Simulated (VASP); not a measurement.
Input of a VASP 6.6.1 run:

Contents of INCAR:

```
SYSTEM = MgTe
PREC = Accurate
ENCUT = 600
EDIFF = 1E-6
ISMEAR = -1
SIGMA = 0.02
LREAL = .False.
LASPH = .True.
NELM = 120
ALGO = Normal
ISIF = 2
LWAVE = .False.
LCHARG = .False.
GGA = PE
NBANDS = 16
GGA_COMPAT = .False.
```

KPOINTS

```
regular mesh
0
Gamma
  6 6 4
  0 0 0
```

Contents of POSCAR:

```
MgTe
1.0
    4.4869984624      0.0000000000      0.0000000000
   -2.2434992312      3.8858546552      0.0000000000
    0.0000000000      0.0000000000      7.3074784897
Mg Te
2 2
Direct
    0.3333333333      0.6666666667     -0.0006080520
    0.6666666667      0.3333333333      0.4993919480
    0.3333333333      0.6666666667      0.3756080520
    0.6666666667      0.3333333333      0.8756080520
```

Potentials or basis: VASP PAW PBE potentials, release 64 (Mg, Te).

Command:

```console
$ cat potpaw_PBE.64/Mg/POTCAR potpaw_PBE.64/Te/POTCAR > POTCAR
$ mpirun -np 1 vasp_std > vasp.out
```

(1) What does it give for the pressure?

(2) What does it give for the band gap on the k mesh?

Results:

(1) 3.2 GPa.

(2) 2.73 eV.

Caveat: the cell differs from its parent crystal (strain -2.0%); the cell stands under pressure; spin-orbit coupling is left out, which moves the levels of the heavy elements.
